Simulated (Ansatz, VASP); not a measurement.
# SiNi in VASP and in Ansatz

Contents of INCAR:

```
SYSTEM = SiNi
PREC = Accurate ; ENCUT = 520
EDIFF = 1E-7 ; ISMEAR = 0
SIGMA = 0.15 ; LREAL = .FALSE.
LASPH = .TRUE. ; NELM = 80
ALGO = Normal ; ISIF = 2
LWAVE = .FALSE. ; LCHARG = .TRUE.
GGA = PE ; LELF = .TRUE.
LVHAR = .TRUE. ; NBANDS = 38
```

KPOINTS

```
regular mesh
0
G
  8 12 8
  0 0 0
```

The input POSCAR:

```
SiNi
1.0
    5.1540864066      0.0000000000      0.0000000000
    0.0000000000      3.3754900003      0.0000000000
    0.0000000000      0.0000000000      5.6197139660
Si Ni
4 4
Direct
    0.3212470392      0.7500000000      0.0840781310
    0.1787529608      0.2500000000      0.5840781310
    0.8212470392      0.7500000000      0.4159218690
    0.6787529608      0.2500000000      0.9159218690
    0.0082175761      0.2500000000      0.2018328085
    0.4917824239      0.7500000000      0.7018328085
    0.5082175761      0.2500000000      0.3248589415
    0.9917824239      0.7500000000      0.8248589415
```

Input for Ansatz:

```yaml
crystal:
  lattice:
    - [5.1540864066, 0.0, 0.0]
    - [0.0, 3.3754900003, 0.0]
    - [0.0, 0.0, 5.619713966]
  atoms:
    - { symbol: Si, position: [0.3212470392, 0.75, 0.084078131] }
    - { symbol: Si, position: [0.1787529608, 0.25, 0.584078131] }
    - { symbol: Si, position: [0.8212470392, 0.75, 0.415921869] }
    - { symbol: Si, position: [0.6787529608, 0.25, 0.915921869] }
    - { symbol: Ni, position: [0.0082175761, 0.25, 0.2018328085] }
    - { symbol: Ni, position: [0.4917824239, 0.75, 0.7018328085] }
    - { symbol: Ni, position: [0.5082175761, 0.25, 0.3248589415] }
    - { symbol: Ni, position: [0.9917824239, 0.75, 0.8248589415] }
basis:
  ecutwfc: 420
kpoints:
  mp_grid: { grid: [8, 12, 8] }
hamiltonian:
  xc: pbe
scf:
  occupations: { method: gaussian, width: 0.15 }
output:
  forces: true
  stress: true
  eigenvalues: true
```

Change from the starting cell: all Ni atoms moved +0.075 Å, as atom 5 along Cartesian [0 0 1].

Alike in both runs: task single point; functional PBE; k mesh 8 × 12 × 8; occupations gaussian, width 0.15 eV; no spin polarisation.

|  | VASP | Ansatz |
| --- | --- | --- |
| version | VASP 6.6.1 | Ansatz 0.2.0 |
| potentials or method | VASP PAW PBE potentials, release 64 (Si, Ni), cutoff 520 eV | scalar-relativistic, plane waves, PAW |
| valence electrons in the cell | 56 | 88 |

|  | VASP | Ansatz | Ansatz less VASP |
| --- | --- | --- | --- |
| gap on the k mesh at the Fermi level (eV) | none | none | - |
| pressure (GPa) | 0.5 | 0.4 | -0.04 |
| traceless stress, the component that is largest in VASP (GPa) | -0.18 | -0.09 | +0.094 |
| rms of the force components (eV/Å) | 0.345 | 0.344 | -0.0016 |

Atom by atom the forces differ by 0.005 eV/Å (rms over components). A gap of «none» marks a metal or a gap that the smearing closes. VASP's potentials hold 56 valence electrons a cell and Ansatz's 88, so a difference there can come from the potentials and not from the codes.
